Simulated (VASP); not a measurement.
KI: relaxation of cell and atoms with PBE

Crystal: KI.

```
K I
1.0
     0.00000    3.54244    3.54244
     3.54244    0.00000    3.54244
     3.54244    3.54244    0.00000
K I
1 1
Cartesian
  0.0000 0.0000 0.0000
  3.5424 3.5424 3.5424
```

```yaml
Program: VASP 6.6.1
Task: relaxation of cell and atoms
Functional: PBE
Potentials_or_basis: VASP PAW PBE potentials, release 64 (K_sv, I)
Cutoff: 500 eV
k_mesh: 6 × 6 × 6
Occupations: fermi-dirac, width 0.02 eV
Spin: no spin polarisation
Dipole_correction: no
Further_INCAR_settings: ALGO = Normal; EDIFF = 1e-07; IBRION = 2; EDIFFG = -0.005; NSW = 80; ISIF = 3
```

```yaml
Relaxed_volume: 46.41 Å³/atom
Relaxed_cell: a = 5.082 Å, b = 5.082 Å, c = 5.082 Å, α = 60.00°, β = 60.00°, γ = 60.00°
Space_group_after_relaxing_to_0.05_Å: Fm-3m (No. 225)
Energy_gained_by_relaxing: 2.9 meV/atom
Ionic_steps: 4
Pressure_after_relaxing: 0.0 GPa
Band_gap_on_the_k_mesh: 3.85 eV, direct
```

Step by step:
```tsv
step	energy change (eV)	largest force (eV/Å)	pressure (GPa)	volume (Å³)
1	0.0000	0.0000	0.50	88.91
2	-0.0042	0.0000	0.26	90.72
3	-0.0058	0.0000	-0.04	93.15
4	-0.0059	0.0000	0.00	92.82
```

Final structure:
```xyz
2
Lattice="0.0000 3.5937 3.5937 3.5937 0.0000 3.5937 3.5937 3.5937 0.0000" Properties=species:S:1:pos:R:3 pbc="T T T"
K     0.0000    0.0000    0.0000
I     3.5937    3.5937    3.5937
```

Levels at points of the mesh, in eV from the valence-band top:
```
           k point  band 6  band 7  band 8  band 9  band 10  band 11
(0.00, 0.00, 0.00)    0.00    0.00    0.00    3.85     6.51     6.51
(0.50, 0.00, 0.00)   -1.21   -0.30   -0.30    5.47     7.55     8.04
(0.50, 0.50, 0.00)   -0.92   -0.34   -0.34    5.01     5.65     8.04
```

It took 60 s on 1 thread of AMD EPYC 7R43 64-Core Processor (Zen 3), with other jobs on the host, peak memory 0.21 GiB.

Caveat: spin-orbit coupling is left out, which moves the levels of the heavy elements. As with any semilocal functional, this PBE gap is likely too small.
